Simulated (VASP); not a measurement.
A run of VASP 6.6.1:

The input INCAR:

```
SYSTEM = Ta
PREC     = Accurate       ! precision mode
ENCUT    = 600            ! plane-wave cutoff, eV
EDIFF    = 1E-6           ! SCF threshold, eV
ISMEAR   = -1             ! smearing method
SIGMA    = 0.1            ! smearing width, eV
LREAL    = .FALSE.        ! projectors in reciprocal space
LASPH    = .TRUE.         ! aspherical terms in the spheres
NELM     = 60             ! most SCF steps
ALGO     = Normal         ! electronic algorithm
ISIF     = 3              ! what is computed and relaxed
LWAVE    = .FALSE.        ! write WAVECAR
LCHARG   = .FALSE.        ! write CHGCAR
GGA      = CA             ! functional
IBRION   = 2              ! ionic algorithm
NSW      = 80             ! ionic steps
EDIFFG   = -0.01          ! ionic threshold
```

The input KPOINTS:

```
regular mesh
0
G
  9 9 9
  0 0 0
```

The input POSCAR:

```
Ta
1.0
    0.0000000000      2.8998653517      2.8998653517
    2.8998653517      0.0000000000      2.8998653517
    2.8998653517      2.8998653517      0.0000000000
Ta
2
Direct
    0.1250000000      0.1250000000      0.1250000000
    0.8750000000      0.8750000000      0.8750000000
```

Potentials or basis: VASP PAW LDA potentials, release 64 (Ta_pv).

The run is started by

```sh
$ cat potpaw_LDA.64/Ta_pv/POTCAR > POTCAR
$ mpirun -np 1 vasp_std > vasp.out
```

Hardware: 1 thread of Intel Xeon 8259CL (shared host).

Q: How long does it take, and how much memory?

A: Run time: 65 s on 1 thread of Intel Xeon 8259CL (shared host), peak memory 0.18 GiB. Counts: scf iterations 27, k points 35, ion steps 3.
